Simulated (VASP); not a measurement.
# NaGaB (P-6m2) in VASP: single point with PBE

Aim: the single point of NaGaB with PBE.

All numbers are computed with VASP 6.6.1; they aren't measurements. Logs are shortened: lines on timing, memory, paths and dates and some standing lists are left out, and cuts for length are marked.

## Step 1: The cell of the first run

The structure is hexagonal, space group P-6m2 (No. 187). Conventional cell: a = 4.039 Å, b = 4.039 Å, c = 3.253 Å, α = 90.00°, β = 90.00°, γ = 120.00°. Na (site symmetry -6m2) has 3 Ga at 2.33 Å and 6 B at 2.84 Å within 3.1 Å. Within 3.1 Å of Ga (site symmetry -6m2) lie 3 Na at 2.33 Å and 6 B at 2.84 Å. Within 3.7 Å of B (site symmetry -6m2) lie 6 Na at 2.84 Å and 6 Ga at 2.84 Å and 2 B at 3.25 Å.

## Step 2: Single point, PBE

INCAR reads:

```
SYSTEM = NaGaB
PREC = Accurate
ENCUT = 520
EDIFF = 1E-6
ISMEAR = 0
SIGMA = 0.1
LREAL = .FALSE.
LASPH = .TRUE.
NELM = 60
ALGO = Fast
ISIF = 2
LWAVE = .FALSE.
LCHARG = .FALSE.
GGA = PE
NBANDS = 18
```

KPOINTS reads:

```
Automatic mesh
0
G
  6 6 6
  0 0 0
```

POSCAR reads:

```
NaGaB
1.0
    4.0389250300      0.0000000000      0.0000000000
   -2.0194625100      3.4978116800      0.0000000000
    0.0000000000      0.0000000000      3.2534744500
Na Ga B
1 1 1
Direct
    0.6666666700      0.3333333300      0.0000000000
    0.3333333300      0.6666666700      0.0000000000
    0.0000000000      0.0000000000      0.5000000000
```

Potentials or basis: VASP PAW PBE potentials, release 64 (Na_pv, Ga_d, B).

Started as:

```console
cat potpaw_PBE.64/Na_pv/POTCAR potpaw_PBE.64/Ga_d/POTCAR potpaw_PBE.64/B/POTCAR > POTCAR
mpirun -np 1 vasp_std > vasp.out
```

OUTCAR:

```text
SYSTEM = NaGaB
   PREC = Accurate
   ENCUT = 520
   EDIFF = 1E-6
   ISMEAR = 0
   LREAL = .FALSE.
   LASPH = .TRUE.
   NELM = 60
   ISIF = 2
   GGA = PE

 ion  position               nearest neighbor table
   1  0.667  0.333  0.000-   2 2.33   2 2.33   2 2.33
   2  0.333  0.667  0.000-   1 2.33   1 2.33   1 2.33
   3  0.000  0.000  0.500-

  LATTYP: Found a hexagonal cell.
 ALAT       =     4.0389250300
 C/A-ratio  =     0.8055297946

  Lattice vectors:

 A1 = (   4.0389250300,   0.0000000000,   0.0000000000)
 A2 = (  -2.0194625100,   3.4978116800,   0.0000000000)
 A3 = (   0.0000000000,   0.0000000000,   3.2534744500)

Analysis of symmetry for initial positions (statically):
=====================================================================
 Subroutine PRICEL returns:
 Original cell was already a primitive cell.

 Routine SETGRP: Setting up the symmetry group for a
 hexagonal supercell.

 Subroutine GETGRP returns: Found 12 space group operations
 (whereof 12 operations were pure point group operations)
 out of a pool of 24 trial point group operations.

The static configuration has the point symmetry D_3h.

Analysis of symmetry for dynamics (positions and initial velocities):
=====================================================================
 Subroutine PRICEL returns:
 Original cell was already a primitive cell.

 Routine SETGRP: Setting up the symmetry group for a
 hexagonal supercell.

 Subroutine GETGRP returns: Found 12 space group operations
 (whereof 12 operations were pure point group operations)
 out of a pool of 24 trial point group operations.

The dynamic configuration has the point symmetry D_3h.

 Subroutine INISYM returns: Found 12 space group operations
 (whereof 12 operations are pure point group operations),
 and found     1 'primitive' translations

----------------------------------------------------------------------------------------

                                     Primitive cell

  volume of cell :      45.9631

  direct lattice vectors                    reciprocal lattice vectors
     4.038925030  0.000000000  0.000000000     0.247590632  0.142946518  0.000000000
    -2.019462510  3.497811680  0.000000000     0.000000000  0.285893036  0.000000000
     0.000000000  0.000000000  3.253474450     0.000000000  0.000000000  0.307363717

  length of vectors
     4.038925030  4.038925028  3.253474450     0.285893036  0.285893036  0.307363717

  position of ions in fractional coordinates (direct lattice)
     0.666666670  0.333333330  0.000000000
     0.333333330  0.666666670  0.000000000
     0.000000000  0.000000000  0.500000000

  ion indices of the primitive-cell ions
   primitive index   ion index
                 1           1
                 2           2
                 3           3

----------------------------------------------------------------------------------------

 KPOINTS: Automatic mesh

Automatic generation of k-mesh.
 Grid dimensions read from file:
 generate k-points for:    6    6    6

 Generating k-lattice:

  Cartesian coordinates                     Fractional coordinates (reciprocal lattice)
     0.041265105  0.023824420  0.000000000     0.166666667 -0.000000000  0.000000000
     0.000000000  0.047648839  0.000000000     0.000000000  0.166666667  0.000000000
     0.000000000  0.000000000  0.051227286     0.000000000  0.000000000  0.166666667

  Length of vectors
     0.047648839  0.047648839  0.051227286

  Shift w.r.t. Gamma in fractional coordinates (k-lattice)
     0.000000000  0.000000000  0.000000000

 Subroutine IBZKPT returns following result:
 ===========================================

 Found     28 irreducible k-points:

 Following reciprocal coordinates:
            Coordinates               Weight
  0.000000  0.000000  0.000000      1.000000
  0.166667 -0.000000  0.000000      6.000000
  0.333333 -0.000000  0.000000      6.000000
  0.500000 -0.000000  0.000000      3.000000
  0.166667  0.166667  0.000000      6.000000
  0.333333  0.166667  0.000000     12.000000
[... 16 lines left out ...]
  0.166667 -0.000000  0.500000      6.000000
  0.333333 -0.000000  0.500000      6.000000
 [... further k-points ...]
   k-points           NKPTS =     28   k-points in BZ     NKDIM =     28   number of bands    NBANDS=     18
   number of dos      NEDOS =    301   number of ions     NIONS =      3
   total plane-waves  NPLWV =  21600
   dimension x,y,z NGX =    30 NGY =   30 NGZ =   24
   dimension x,y,z NGXF=    60 NGYF=   60 NGZF=   48
   ions per type =               1   1   1
   NGX,Y,Z   is equivalent  to a cutoff of  12.35, 12.35, 12.26 a.u.
   NGXF,Y,Z  is equivalent  to a cutoff of  24.70, 24.70, 24.53 a.u.
 SYSTEM =  NaGaB
   PREC   = accura    normal or accurate (medium, high low for compatibility)
   ISTART =      0    job   : 0-new  1-cont  2-samecut
   ICHARG =      2    charge: 1-file 2-atom 10-const
   ISPIN  =      1    spin polarized calculation?
   LNONCOLLINEAR =      F non collinear calculations
   LSORBIT =      F    spin-orbit coupling
   LASPH  =      T    aspherical Exc in radial PAW
   ENCUT  =  520.0 eV  38.22 Ry    6.18 a.u.   7.51  7.51  6.05*2*pi/ulx,y,z
   NELM   =     60;   NELMIN=  2; NELMDL= -5     # of ELM steps
   EDIFF  = 0.1E-05   stopping-criterion for ELM
   LREAL  =      F    real-space projection
   EDIFFG = 0.1E-04   stopping-criterion for IOM
   NSW    =      0    number of steps for IOM
   IBRION =     -1    ionic relax: 0-MD 1-quasi-New 2-CG
   NFREE  =      0    steps in history (QN), initial steepest desc. (CG)
   ISIF   =      2    stress and relaxation
   ISYM   =      2    0-nonsym 1-usesym 2-fastsym
   POTIM  = 0.5000    time-step for ionic-motion
   TEBEG  =    0.0;   TEEND  =   0.0 temperature during run
   PSTRESS=    0.0 pullay stress
   NELECT =      23.0000    total number of electrons
   NUPDOWN=      -1.0000    fix difference up-down
   EMIN   =  10.00;   EMAX   =-10.00  energy-range for DOS
   EFERMI =   0.00;   METHOD = LEGACY
   ISMEAR =     0;   SIGMA  =   0.10  broadening in eV -4-tet -1-fermi 0-gaus
   EFERMI_NEDOS =   21; number of points for ismear=-14 and -15
   IALGO  =     68    algorithm
   IMIX   =      4    mixing-type and parameters
     AMIX     =   0.40;   BMIX     =  1.00
     AMIX_MAG =   1.60;   BMIX_MAG =  1.00
  volume/ion in A,a.u.               =      15.32       103.39
  Fermi-wavevector in a.u.,A,eV,Ry     =   1.299713  2.456102 22.983706  1.689255
  Thomas-Fermi vector in A             =   2.430959
   LORBIT       =      0    0 simple, 1 ext, 2 COOP (PROOUT), +10 PAW based schemes
   GGA     = PE    functional components
   LHFCALC =     F    Hartree Fock is set to
   AEXX    =    0.0000 exact exchange contribution
   IVDW    =     0    specifies the selected vdW correction
   LEPSILON=     F    determine dielectric tensor
   LRPA    =     F    only Hartree local field effects (RPA)
 non-spin polarized calculation
 RMM-DIIS sequential band-by-band and
 Gauss-broadening in eV      SIGMA  =   0.10
  energy-cutoff  :      520.00
  volume of cell :       45.96
 maximum number of plane-waves:      1255
   NGX = 15   NGY = 15   NGZ = 13

 number of electron      22.9999986 magnetization

 Free energy of the ion-electron system (eV)
  ---------------------------------------------------
  ext. energy  EPLUGINS =         0.00000000
  ---------------------------------------------------
  free energy    TOTEN  =        -6.44972808 eV

  energy without entropy =       -6.43654063  energy(sigma->0) =       -6.44313435

 E-fermi :   4.0139     XC(G=0): -10.2093

 val. band max:        4.0014370305   @ k =   0.1667   0.1667   0.1667
 cond. band min:       4.0582920131   @ k =   0.3333   0.1667   0.3333
 fundamental gap:      0.0568549826
 Fermi energy:         4.0139123386

 k-point     1 :       0.0000    0.0000    0.0000
  band No.  band energies     occupation
      1     -20.3799      2.00000
      2     -20.3799      2.00000
      3     -20.1721      2.00000
      4     -11.1005      2.00000
      5     -11.1005      2.00000
      6     -11.0681      2.00000
[... 10 lines left out ...]
     17      12.6384      0.00000
     18      12.9619      0.00000

 k-point     2 :       0.1667   -0.0000    0.0000
  band No.  band energies     occupation
      1     -20.3864      2.00000
      2     -20.3801      2.00000
      3     -20.1718      2.00000
      4     -11.1103      2.00000
      5     -11.1004      2.00000
      6     -11.0629      2.00000
[... 10 lines left out ...]
     17      12.3818      0.00000
     18      13.5654      0.00000

 k-point     3 :       0.3333   -0.0000    0.0000
  band No.  band energies     occupation
      1     -20.3992      2.00000
      2     -20.3804      2.00000
      3     -20.1712      2.00000
      4     -11.1289      2.00000
      5     -11.1003      2.00000
      6     -11.0545      2.00000
[... 10 lines left out ...]
     17      12.0162      0.00000
     18      14.0253      0.00000

 k-point     4 :       0.5000   -0.0000    0.0000
  band No.  band energies     occupation
      1     -20.4055      2.00000
      2     -20.3806      2.00000
      3     -20.1709      2.00000
      4     -11.1383      2.00000
      5     -11.1002      2.00000
      6     -11.0508      2.00000
[... 375 lines left out ...]
      4     -11.0929      2.00000
      5     -11.0929      2.00000
      6     -11.0428      2.00000
[... 10 lines left out ...]
     17      12.3145      0.00000
     18      12.3408      0.00000

 k-point    23 :       0.1667   -0.0000    0.5000
  band No.  band energies     occupation
      1     -20.3756      2.00000
      2     -20.3700      2.00000
      3     -20.2522      2.00000
      4     -11.1017      2.00000
      5     -11.0934      2.00000
      6     -11.0471      2.00000
[... 10 lines left out ...]
     17      11.5534      0.00000
     18      13.1158      0.00000

 k-point    24 :       0.3333   -0.0000    0.5000
  band No.  band energies     occupation
      1     -20.3864      2.00000
      2     -20.3700      2.00000
      3     -20.2504      2.00000
      4     -11.1193      2.00000
      5     -11.0945      2.00000
      6     -11.0556      2.00000
[... 10 lines left out ...]
     17      12.3901      0.00000
     18      15.0946      0.00000

 [... further k-points ...]
[... 5 lines left out ...]
  --------------------------------------------------------------------------------------
  -------------------------------------------------------------------------------------
  Total        5.3741727      5.3741727     -3.6476062      0.0000000      0.0000000     -0.0000000
  in kB      187.3322660    187.3322661   -127.1478177      0.0000003      0.0000000     -0.0000000
  external PRESSURE =      82.5055715 kB  Pullay stress =       0.0000000 kB

 VOLUME and BASIS-vectors are now :
 -----------------------------------------------------------------------------
  energy-cutoff  :      520.00
  volume of cell :       45.96
      direct lattice vectors                 reciprocal lattice vectors
     4.038925030  0.000000000  0.000000000     0.247590632  0.142946518  0.000000000
    -2.019462510  3.497811680  0.000000000     0.000000000  0.285893036  0.000000000
     0.000000000  0.000000000  3.253474450     0.000000000  0.000000000  0.307363717

 POSITION                                       TOTAL-FORCE (eV/Angst)
 -----------------------------------------------------------------------------------
      2.01946      1.16594      0.00000         0.000000      0.000000      0.000000
     -0.00000      2.33187      0.00000         0.000000     -0.000000      0.000000
      0.00000      0.00000      1.62674        -0.000000      0.000000      0.000000
 -----------------------------------------------------------------------------------
    total drift:                                0.000004     -0.000002     -0.000000

  FREE ENERGIE OF THE ION-ELECTRON SYSTEM (eV)
  ---------------------------------------------------
  free  energy   TOTEN  =        -6.4497280764 eV

  energy  without entropy=       -6.4365406305  energy(sigma->0) =       -6.44313435
```

Run time: 17 s. Hardware: 1 thread of Intel Xeon Platinum 8488C (Sapphire Rapids), shared host; peak memory 0.16 GiB.

What came out:

```yaml
Free_energy: -6.4497 eV
Pressure: 8.3 GPa
```
